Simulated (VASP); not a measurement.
The system is CaO.

```
Ca O
1.0
     3.98084    0.00000    0.00000
    -1.99042    3.44751    0.00000
     0.00000    0.00000    4.77044
Ca O
2 2
Direct
  0.33333 0.66667 0.93750
  0.66667 0.33333 0.43750
  0.33333 0.66667 0.43750
  0.66667 0.33333 0.93750
```

Base run:

| Property | Result |
| --- | --- |
| Program | VASP 6.6.1 |
| Functional | PBE |
| Potentials or basis | VASP PAW PBE potentials, release 64 (Ca_sv, O) |
| Cutoff | 520 eV |
| k mesh | 6 × 6 × 4 |
| Occupations | gaussian, width 0.01 eV |
| Spin | no spin polarisation |

Its results: band gap on the k mesh 3.19 eV; pressure 2.3 GPa.

**Question.** The run is repeated on the same cell with these changes: functional from PBE to r2SCAN. What comes out?

**Answer.** Band gap on the k mesh 3.61 eV; pressure 1.0 GPa.

Caveats: the PAW data sets were made with another functional, which shifts forces and pressure a little (at least some runs).

